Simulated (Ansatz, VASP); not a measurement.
Two plane-wave programs on Si2Mo

File INCAR:

```
SYSTEM = Si2Mo
  PREC = Accurate
  ENCUT = 600
  EDIFF = 1E-6
  ISMEAR = -1
  SIGMA = 0.05
  LREAL = .FALSE.
  LASPH = .TRUE.
  NELM = 150
  ALGO = Normal
  ISIF = 3
  LWAVE = .FALSE.
  LCHARG = .FALSE.
  LMAXMIX = 4
  LDAU = .TRUE.
  LDAUTYPE = 2
  LDAUL = 2 -1
  LDAUU = 5 0
  LDAUJ = 0 0
  LDAUPRINT = 1
  GGA = PS
  IBRION = 2
  NSW = 60
  EDIFFG = -0.01
```

The input KPOINTS:

```
regular mesh
0
G
  5 5 3
  0 0 0
```

The input POSCAR:

```
Si2Mo
1.0
    4.5854715599      0.0000000000      0.0000000000
   -2.2927357800      3.9711348592      0.0000000000
    0.0000000000      0.0000000000      6.5797601000
Mo Si
3 6
Direct
    0.5000000000      0.5000000000      0.8333333333
    0.0000000000      0.5000000000      0.1666666667
    0.5000000000      0.0000000000      0.5000000000
    0.1638729800      0.3277459600      0.5000000000
    0.6722540400      0.8361270200      0.1666666667
    0.8361270200      0.1638729800      0.8333333333
    0.8361270200      0.6722540400      0.5000000000
    0.3277459600      0.1638729800      0.1666666667
    0.1638729800      0.8361270200      0.8333333333
```

Contents of input.yaml:

```yaml
crystal:
  lattice:
    - [4.5854715599, 0.0, 0.0]
    - [-2.29273578, 3.9711348592, 0.0]
    - [0.0, 0.0, 6.5797601]
  atoms:
    - { symbol: Mo, position: [0.5, 0.5, 0.8333333333] }
    - { symbol: Mo, position: [0.0, 0.5, 0.1666666667] }
    - { symbol: Mo, position: [0.5, 0.0, 0.5] }
    - { symbol: Si, position: [0.16387298, 0.32774596, 0.5] }
    - { symbol: Si, position: [0.67225404, 0.83612702, 0.1666666667] }
    - { symbol: Si, position: [0.83612702, 0.16387298, 0.8333333333] }
    - { symbol: Si, position: [0.83612702, 0.67225404, 0.5] }
    - { symbol: Si, position: [0.32774596, 0.16387298, 0.1666666667] }
    - { symbol: Si, position: [0.16387298, 0.83612702, 0.8333333333] }
hamiltonian:
  xc: pbesol
  pseudopotentials: { kind: paw }
  hubbard: { sites: [{ species: Mo, l: d, u_eff: 5.0 }] }
kpoints:
  mp_grid: { grid: [5, 5, 3] }
scf:
  occupations: { method: fermi_dirac, width: 0.05 }
output:
  forces: true
  stress: true
  eigenvalues: true
relax:
  f_tol: 0.01
  max_steps: 40
  cell: { stress_tol: 0.05 }
```

Alike in both runs: task relaxation of cell and atoms; functional PBEsol; k mesh 5 × 5 × 3; occupations fermi-dirac, width 0.05 eV; no spin polarisation; Hubbard terms Mo d U = 5.0 eV.

```csv
,VASP,Ansatz
version,VASP 6.6.1,Ansatz 0.2.0
potentials or method,"VASP PAW PBE potentials, release 64 (Mo_sv, Si)",Ansatz PAW
plane-wave cutoff (eV),600,420
valence electrons in the cell,66,66
```

```tsv
	VASP	Ansatz	Ansatz less VASP
gap on the k mesh at the Fermi level, each at its own relaxed structure (eV)	1.02	1.19	+0.169
relaxed volume (Å³/atom)	13.43	13.14	-0.288
relaxed length of the cell vector where the two differ most in proportion (Å)	4.605	4.568	-0.0379
```

VASP's potentials were made for PBE, not for PBEsol. The programs project onto different local orbitals, so the same U acts differently, and such runs can settle in different states.

Noted on Ansatz's run: odd divisions of the mesh miss points on the zone boundary, where band edges often lie, so the gap on the mesh can be too wide; the plane-wave basis is chosen anew once the cell has moved, so the energies of steps on either side of that aren't comparable.
